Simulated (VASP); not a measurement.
# In (Fm-3m) in VASP: further runs

The runs below take In through single point, relaxation of cell and atoms, with PBE.

Everything below comes from runs of VASP 6.6.1. Logs are shortened: lines on timing, memory, paths and dates and some standing lists are left out, and cuts for length are marked.

## 1. The cell of the first run

The structure is cubic, space group Fm-3m (No. 225). The conventional cell has a = 4.789 Å, b = 4.789 Å, c = 4.789 Å, α = 90.00°, β = 90.00°, γ = 90.00°. In (site symmetry m-3m) has 12 In at 3.39 Å within 4.5 Å.

This isn't the form of In at room conditions, which is tetragonal.

## 2. Single point, PBE

The input, INCAR:

```
PREC = Accurate ; ENCUT = 520
EDIFF = 1E-6 ; ISMEAR = -1
SIGMA = 0.1 ; LREAL = False
LASPH = True ; NELM = 100
ALGO = Normal ; ISIF = 2
LWAVE = False ; LCHARG = False
GGA = PE ; NBANDS = 12
```

The input, KPOINTS:

```
Automatic mesh
0
Gamma
  12 12 12
```

The input, POSCAR:

```
In
1.0
    0.0000000000      2.3942798090      2.3942798090
    2.3942798090      0.0000000000      2.3942798090
    2.3942798090      2.3942798090      0.0000000000
In
1
Direct
    0.0000000000      0.0000000000      0.0000000000
```

Potentials or basis: VASP PAW PBE potentials, release 64 (In_d).

Command:

```bash
cat potpaw_PBE.64/In_d/POTCAR > POTCAR
mpirun -np 1 vasp_std > vasp.out
```

OUTCAR:

```text
PREC = Accurate
   ENCUT = 520
   EDIFF = 1E-6
   ISMEAR = -1
   LREAL = False
   LASPH = True
   NELM = 100
   ISIF = 2
   GGA = PE

 ion  position               nearest neighbor table
   1  0.000  0.000  0.000-

  LATTYP: Found a face centered cubic cell.
 ALAT       =     4.7885596180

  Lattice vectors:

 A1 = (   0.0000000000,   2.3942798090,   2.3942798090)
 A2 = (   2.3942798090,   0.0000000000,   2.3942798090)
 A3 = (   2.3942798090,   2.3942798090,   0.0000000000)

Analysis of symmetry for initial positions (statically):
=====================================================================
 Subroutine PRICEL returns:
 Original cell was already a primitive cell.

 Routine SETGRP: Setting up the symmetry group for a
 face centered cubic supercell.

 Subroutine GETGRP returns: Found 48 space group operations
 (whereof 48 operations were pure point group operations)
 out of a pool of 48 trial point group operations.

The static configuration has the point symmetry O_h .

Analysis of symmetry for dynamics (positions and initial velocities):
=====================================================================
 Subroutine PRICEL returns:
 Original cell was already a primitive cell.

 Routine SETGRP: Setting up the symmetry group for a
 face centered cubic supercell.

 Subroutine GETGRP returns: Found 48 space group operations
 (whereof 48 operations were pure point group operations)
 out of a pool of 48 trial point group operations.

The dynamic configuration has the point symmetry O_h .

 Subroutine INISYM returns: Found 48 space group operations
 (whereof 48 operations are pure point group operations),
 and found     1 'primitive' translations

----------------------------------------------------------------------------------------

                                     Primitive cell

  volume of cell :      27.4508

  direct lattice vectors                    reciprocal lattice vectors
     0.000000000  2.394279809  2.394279809    -0.208831064  0.208831064  0.208831064
     2.394279809  0.000000000  2.394279809     0.208831064 -0.208831064  0.208831064
     2.394279809  2.394279809  0.000000000     0.208831064  0.208831064 -0.208831064

  length of vectors
     3.386022978  3.386022978  3.386022978     0.361706013  0.361706013  0.361706013

  position of ions in fractional coordinates (direct lattice)
     0.000000000  0.000000000  0.000000000

  ion indices of the primitive-cell ions
   primitive index   ion index
                 1           1

----------------------------------------------------------------------------------------

 KPOINTS: Automatic mesh

Automatic generation of k-mesh.
 Grid dimensions read from file:
 generate k-points for:   12   12   12

 Generating k-lattice:

  Cartesian coordinates                     Fractional coordinates (reciprocal lattice)
    -0.017402589  0.017402589  0.017402589     0.083333333  0.000000000  0.000000000
     0.017402589 -0.017402589  0.017402589     0.000000000  0.083333333  0.000000000
     0.017402589  0.017402589 -0.017402589     0.000000000  0.000000000  0.083333333

  Length of vectors
     0.030142168  0.030142168  0.030142168

  Shift w.r.t. Gamma in fractional coordinates (k-lattice)
     0.000000000  0.000000000  0.000000000

 Subroutine IBZKPT returns following result:
 ===========================================

 Found     72 irreducible k-points:

 Following reciprocal coordinates:
            Coordinates               Weight
  0.000000  0.000000  0.000000      1.000000
  0.083333  0.000000  0.000000      8.000000
  0.166667  0.000000  0.000000      8.000000
  0.250000  0.000000  0.000000      8.000000
  0.333333  0.000000  0.000000      8.000000
  0.416667  0.000000  0.000000      8.000000
[... 16 lines left out ...]
  0.500000  0.166667  0.000000     24.000000
 -0.416667  0.166667  0.000000     24.000000
 [... further k-points ...]
   k-points           NKPTS =     72   k-points in BZ     NKDIM =     72   number of bands    NBANDS=     12
   number of dos      NEDOS =    301   number of ions     NIONS =      1
   total plane-waves  NPLWV =  21952
   dimension x,y,z NGX =    28 NGY =   28 NGZ =   28
   dimension x,y,z NGXF=    56 NGYF=   56 NGZF=   56
   ions per type =               1
   NGX,Y,Z   is equivalent  to a cutoff of  13.75, 13.75, 13.75 a.u.
   NGXF,Y,Z  is equivalent  to a cutoff of  27.49, 27.49, 27.49 a.u.
 SYSTEM =  unknown system
   PREC   = accura    normal or accurate (medium, high low for compatibility)
   ISTART =      0    job   : 0-new  1-cont  2-samecut
   ICHARG =      2    charge: 1-file 2-atom 10-const
   ISPIN  =      1    spin polarized calculation?
   LNONCOLLINEAR =      F non collinear calculations
   LSORBIT =      F    spin-orbit coupling
   LASPH  =      T    aspherical Exc in radial PAW
   ENCUT  =  520.0 eV  38.22 Ry    6.18 a.u.   6.30  6.30  6.30*2*pi/ulx,y,z
   NELM   =    100;   NELMIN=  2; NELMDL= -5     # of ELM steps
   EDIFF  = 0.1E-05   stopping-criterion for ELM
   LREAL  =      F    real-space projection
   EDIFFG = 0.1E-04   stopping-criterion for IOM
   NSW    =      0    number of steps for IOM
   IBRION =     -1    ionic relax: 0-MD 1-quasi-New 2-CG
   NFREE  =      0    steps in history (QN), initial steepest desc. (CG)
   ISIF   =      2    stress and relaxation
   ISYM   =      2    0-nonsym 1-usesym 2-fastsym
   POTIM  = 0.5000    time-step for ionic-motion
   TEBEG  =    0.0;   TEEND  =   0.0 temperature during run
   PSTRESS=    0.0 pullay stress
   NELECT =      13.0000    total number of electrons
   NUPDOWN=      -1.0000    fix difference up-down
   EMIN   =  10.00;   EMAX   =-10.00  energy-range for DOS
   EFERMI =   0.00;   METHOD = LEGACY
   ISMEAR =    -1;   SIGMA  =   0.10  broadening in eV -4-tet -1-fermi 0-gaus
   EFERMI_NEDOS =   21; number of points for ismear=-14 and -15
   IALGO  =     38    algorithm
   IMIX   =      4    mixing-type and parameters
     AMIX     =   0.40;   BMIX     =  1.00
     AMIX_MAG =   1.60;   BMIX_MAG =  1.00
  volume/ion in A,a.u.               =      27.45       185.25
  Fermi-wavevector in a.u.,A,eV,Ry     =   1.276060  2.411403 22.154758  1.628329
  Thomas-Fermi vector in A             =   2.408737
   LORBIT       =      0    0 simple, 1 ext, 2 COOP (PROOUT), +10 PAW based schemes
   GGA     = PE    functional components
   LHFCALC =     F    Hartree Fock is set to
   AEXX    =    0.0000 exact exchange contribution
   IVDW    =     0    specifies the selected vdW correction
   LEPSILON=     F    determine dielectric tensor
   LRPA    =     F    only Hartree local field effects (RPA)
 non-spin polarized calculation
  energy-cutoff  :      520.00
  volume of cell :       27.45
 maximum number of plane-waves:       754
 NGX is ok and might be reduce to    28
   NGX = 13   NGY = 13   NGZ = 13

 number of electron      12.9999997 magnetization

 Free energy of the ion-electron system (eV)
  ---------------------------------------------------
  ext. energy  EPLUGINS =         0.00000000
  ---------------------------------------------------
  free energy    TOTEN  =        -2.56661753 eV

  energy without entropy =       -2.54990361  energy(sigma->0) =       -2.55826057

 E-fermi :   6.9740     XC(G=0): -10.0279

 val. band max:        6.9413241429   @ k =  -0.2500   0.5000   0.2500
 cond. band min:       7.0354503117   @ k =  -0.2500   0.4167   0.1667
 fundamental gap:      0.0941261688
 Fermi energy:         6.9740239162

 k-point     1 :       0.0000    0.0000    0.0000
  band No.  band energies     occupation
      1      -7.6018      2.00000
      2      -7.6018      2.00000
      3      -7.6018      2.00000
      4      -7.4518      2.00000
      5      -7.4518      2.00000
      6      -2.2304      2.00000
      7      17.1311      0.00000
      8      17.1311      0.00000
      9      17.1311      0.00000
     10      18.4038      0.00000
     11      20.5823      0.00000
     12      20.5823      0.00000

 k-point     2 :       0.0833    0.0000    0.0000
  band No.  band energies     occupation
      1      -7.6033      2.00000
      2      -7.5914      2.00000
      3      -7.5914      2.00000
      4      -7.4528      2.00000
      5      -7.4528      2.00000
      6      -2.0841      2.00000
      7      15.4377      0.00000
      8      16.8771      0.00000
      9      16.8771      0.00000
     10      18.1555      0.00000
     11      21.0242      0.00000
     12      21.0242      0.00000

 k-point     3 :       0.1667    0.0000    0.0000
  band No.  band energies     occupation
      1      -7.6089      2.00000
      2      -7.5710      2.00000
      3      -7.5710      2.00000
      4      -7.4475      2.00000
      5      -7.4475      2.00000
      6      -1.6414      2.00000
      7      12.6860      0.00000
      8      16.3565      0.00000
      9      16.3565      0.00000
     10      18.0282      0.00000
     11      21.6237      0.00000
     12      21.7961      0.00000
[... 286 lines left out ...]
 k-point    23 :       0.5000    0.1667    0.0000
  band No.  band energies     occupation
      1      -7.6492      2.00000
      2      -7.5741      2.00000
      3      -7.5236      2.00000
      4      -7.3954      2.00000
      5      -7.3107      2.00000
      6       2.4761      2.00000
      7       5.1894      2.00000
      8      11.9266      0.00000
      9      13.4337      0.00000
     10      15.8840      0.00000
     11      21.6512      0.00000
     12      21.7838      0.00000

 k-point    24 :      -0.4167    0.1667    0.0000
  band No.  band energies     occupation
      1      -7.6340      2.00000
      2      -7.5774      2.00000
      3      -7.5300      2.00000
      4      -7.3761      2.00000
      5      -7.3331      2.00000
      6       2.9111      2.00000
      7       4.6690      2.00000
      8      11.3644      0.00000
      9      13.9442      0.00000
     10      16.2176      0.00000
     11      21.1424      0.00000
     12      21.3489      0.00000

 [... further k-points ...]

------------------------ aborting loop because EDIFF is reached ----------------------------------------

  FORCE on cell =-STRESS in cart. coord.  units (eV):
  Direction    XX          YY          ZZ          XY          YZ          ZX
  --------------------------------------------------------------------------------------
  -------------------------------------------------------------------------------------
  Total       -0.0042145     -0.0042145     -0.0042145     -0.0000000     -0.0000000      0.0000000
  in kB       -0.2459794     -0.2459794     -0.2459794     -0.0000000     -0.0000000      0.0000000
  external PRESSURE =      -0.2459794 kB  Pullay stress =       0.0000000 kB

 VOLUME and BASIS-vectors are now :
 -----------------------------------------------------------------------------
  energy-cutoff  :      520.00
  volume of cell :       27.45
      direct lattice vectors                 reciprocal lattice vectors
     0.000000000  2.394279809  2.394279809    -0.208831064  0.208831064  0.208831064
     2.394279809  0.000000000  2.394279809     0.208831064 -0.208831064  0.208831064
     2.394279809  2.394279809  0.000000000     0.208831064  0.208831064 -0.208831064

 POSITION                                       TOTAL-FORCE (eV/Angst)
 -----------------------------------------------------------------------------------
      0.00000      0.00000      0.00000         0.000000      0.000000     -0.000000
 -----------------------------------------------------------------------------------
    total drift:                               -0.000000     -0.000000     -0.000000

  FREE ENERGIE OF THE ION-ELECTRON SYSTEM (eV)
  ---------------------------------------------------
  free  energy   TOTEN  =        -2.5666175311 eV

  energy  without entropy=       -2.5499036108  energy(sigma->0) =       -2.55826057
```

Wall time 22 s (1 thread of Intel Xeon 8259CL, shared host); peak memory 0.17 GiB.

What came out:

```yaml
Free_energy: -2.5666 eV
Pressure: 0.0 GPa
Band_gap_on_the_k_mesh: zero (an odd number of electrons rules out a gap without spin polarisation)
```

Caveat: spin-orbit coupling is left out, which moves the levels of the heavy elements.

## 3. Single point, PBE (24.16 Å³/atom)

This run uses another cell than the first one, of 24.16 Å³/atom.

The input, INCAR:

```
SYSTEM = In
ALGO     = Normal         ! electronic algorithm
EDIFF    = 1E-7           ! SCF threshold, eV
ENCUT    = 520            ! plane-wave cutoff, eV
GGA      = PE             ! functional
ISIF     = 2              ! what is computed and relaxed
ISMEAR   = -1             ! smearing method
LASPH    = .True.         ! aspherical terms in the spheres
LCHARG   = .False.        ! write CHGCAR
LREAL    = .False.        ! projectors in reciprocal space
LWAVE    = .False.        ! write WAVECAR
NBANDS   = 12             ! bands
NELM     = 80             ! most SCF steps
PREC     = Accurate       ! precision mode
SIGMA    = 0.1            ! smearing width, eV
```

The input, KPOINTS:

```
k-points
0
Gamma
  19 19 19
  0 0 0
```

The input, POSCAR:

```
In
1.0
    0.0000000000      2.2943999640      2.2943999640
    2.2943999640      0.0000000000      2.2943999640
    2.2943999640      2.2943999640      0.0000000000
In
1
Direct
    0.0000000000      0.0000000000      0.0000000000
```

Potentials or basis: VASP PAW PBE potentials, release 64 (In_d).

Command:

```bash
cat potpaw_PBE.64/In_d/POTCAR > POTCAR
mpirun -np 1 vasp_std > vasp.out
```

It took 42 s on 1 thread of Intel Xeon 8259CL, shared host; peak memory 0.18 GiB.

The run converged. Its results:

| Property | Result |
| --- | --- |
| Free energy | -2.5083 eV |
| Pressure | 6.4 GPa |
| Band gap on the k mesh | zero (an odd number of electrons rules out a gap without spin polarisation) |

Levels at points of the mesh, in eV from the Fermi level:
| k point | band 2 | band 3 | band 4 | band 5 | band 6 | band 7 | band 8 | band 9 | band 10 | band 11 |
| --- | --- | --- | --- | --- | --- | --- | --- | --- | --- | --- |
| (0.00, 0.00, 0.00) | -14.78 | -14.78 | -14.56 | -14.56 | -10.16 | 11.26 | 11.26 | 11.26 | 11.63 | 14.63 |

Caveat: the cell stands under pressure; spin-orbit coupling is left out, which moves the levels of the heavy elements.

(Part 1 of 2 ends here.)
